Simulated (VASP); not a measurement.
Crystal: Ir.

```
Ir
1.0
     2.75138    0.00000    0.00000
    -1.37569    2.38276    0.00000
     0.00000    0.00000    4.46229
Ir
2
Direct
  0.66667 0.33333 0.75000
  0.33333 0.66667 0.25000
```

This isn't the form of Ir at room conditions, which is fcc.

Base run:

```yaml
Program: VASP 6.6.1
Functional: r2SCAN
Potentials_or_basis: VASP PAW PBE potentials, release 64 (Ir)
Cutoff: 520 eV
k_mesh: 14 × 14 × 8
Occupations: fermi-dirac, width 0.08 eV
Spin: collinear spin
Starting_moments: "[1.0, 1.0] μB"
Fixed_moment: 2 μB
```

Its results: pressure 1.8 GPa; site moments Ir +1.00 μB.

Problem. The run is repeated on the same cell with these changes: fixed moment from 2 μB to 1.5 μB; moments at the start from [1.0, 1.0] to [0.75, 0.75]. What comes out?

Solution. Pressure -2.0 GPa; site moments Ir +0.76 μB.

Caveats: the PAW data sets were made with another functional, which shifts forces and pressure a little; the total moment is fixed, so each spin has its own Fermi level and the state may be an excited one.
